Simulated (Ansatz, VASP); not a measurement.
**One calculation of NbN, two programs**

```
Nb N
1.0
     0.00000    2.25413    2.25413
     2.25413    0.00000    2.25413
     2.25413    2.25413    0.00000
Nb N
1 1
Direct
  0.50000 0.50000 0.50000
  0.00000 0.00000 0.00000
```

Alike in both runs: task single point; functional PBE; k mesh 16 × 16 × 16; occupations gaussian, width 0.1 eV; no spin polarisation.

|  | VASP | Ansatz |
| --- | --- | --- |
| version | VASP 6.6.1 | Ansatz 0.2.0 |
| potentials or method | VASP PAW PBE potentials, release 64 (Nb_sv, N), cutoff 600 eV | scalar-relativistic, plane waves, PAW |
| valence electrons in the cell | 18 | 18 |

Ansatz gave:

* gap on the k mesh at the Fermi level (eV): none
* pressure (GPa): -15.7

Task: What did VASP give for the same quantities?

Result: gap on the k mesh at the Fermi level (eV): none; pressure (GPa): -16.3.

A gap of «none» marks a metal or a gap that the smearing closes.
